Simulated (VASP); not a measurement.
A run of VASP 6.6.1 is set up as follows.

File POSCAR:

```
MoS
1.0
    0.0000000000      2.7593128162      2.7593128162
    2.7593128162      0.0000000000      2.7593128162
    5.5186256324      5.5186256324      0.0000000000
Mo S
2 2
Direct
    1.0000000000      0.0000000000      0.0000000000
    1.0000000000      0.0000000000      0.5000000000
    0.2500000000      0.2500000000      0.1250000000
    0.2500000000      0.2500000000      0.6250000000
```

INCAR.step1

```
SYSTEM = MoS
ALGO     = Normal         ! electronic algorithm
EDIFF    = 1E-4           ! SCF threshold, eV
ENCUT    = 520            ! plane-wave cutoff, eV
GGA      = PE             ! functional
ISMEAR   = 0              ! smearing method
ISPIN    = 2              ! spin polarisation
LASPH    = .TRUE.         ! aspherical terms in the spheres
LCHARG   = .FALSE.        ! write CHGCAR
LDAU     = .TRUE.         ! DFT+U
LDAUJ    = 0 0          
LDAUL    = 2 -1           ! shell
LDAUTYPE = 2            
LDAUU    = 4.38 0         ! U, eV
LMAXMIX  = 4              ! l up to which the mixer works
LREAL    = .FALSE.        ! projectors in reciprocal space
LWAVE    = .TRUE.         ! write WAVECAR
MAGMOM   = 2 -2 0 0       ! initial moments
NBANDS   = 32             ! bands
NELM     = 150            ! most SCF steps
PREC     = Accurate       ! precision mode
SIGMA    = 0.1            ! smearing width, eV
```

The input INCAR.step2:

```
SYSTEM = MoS
ALGO     = Normal         ! electronic algorithm
EDIFF    = 1E-6           ! SCF threshold, eV
ENCUT    = 520            ! plane-wave cutoff, eV
ISIF     = 2              ! what is computed and relaxed
ISMEAR   = 0              ! smearing method
ISPIN    = 2              ! spin polarisation
ISTART   = 1            
LASPH    = .TRUE.         ! aspherical terms in the spheres
LCHARG   = .TRUE.         ! write CHGCAR
LDAU     = .TRUE.         ! DFT+U
LDAUJ    = 0 0          
LDAUL    = 2 -1           ! shell
LDAUPRINT= 1            
LDAUTYPE = 2            
LDAUU    = 4.38 0         ! U, eV
LELF     = .TRUE.         ! ELF
LMAXMIX  = 4              ! l up to which the mixer works
LMIXTAU  = .TRUE.       
LORBIT   = 11             ! projections on sites
LREAL    = .FALSE.        ! projectors in reciprocal space
LVHAR    = .TRUE.       
LWAVE    = .FALSE.        ! write WAVECAR
MAGMOM   = 2 -2 0 0       ! initial moments
METAGGA  = R2SCAN         ! meta-GGA
NBANDS   = 32             ! bands
NELM     = 150            ! most SCF steps
PREC     = Accurate       ! precision mode
SIGMA    = 0.1            ! smearing width, eV
```

File KPOINTS:

```
k-points
0
G
  12 12 6
  0 0 0
```

Potentials or basis: VASP PAW PBE potentials, release 64 (Mo_sv, S).

Run with:

```bash
$ cat potpaw_PBE.64/Mo_sv/POTCAR potpaw_PBE.64/S/POTCAR > POTCAR
$ cp INCAR.step1 INCAR
$ mpirun -np 1 vasp_std > vasp.out
$ cp INCAR.step2 INCAR
$ mpirun -np 1 vasp_std > vasp.out
```

**Question.** What does it give for the band gap on the k mesh?

**Answer.** Zero (filled and empty bands overlap).

**Question.** Estimate the pressure.

**Answer.** 12.1 GPa.

Eigenvalues of the final occupation matrices:
```
    site  spin  trace               eigenvalues
site 1 d     1   3.49  0.56 0.56 0.73 0.82 0.82
site 1 d     2   0.51  0.04 0.04 0.13 0.13 0.16
site 2 d     1   0.51  0.04 0.04 0.13 0.13 0.16
site 2 d     2   3.49  0.56 0.56 0.73 0.82 0.82
```

Caveat: the cell stands under pressure; the PAW data sets were made with another functional, which shifts forces and pressure a little.
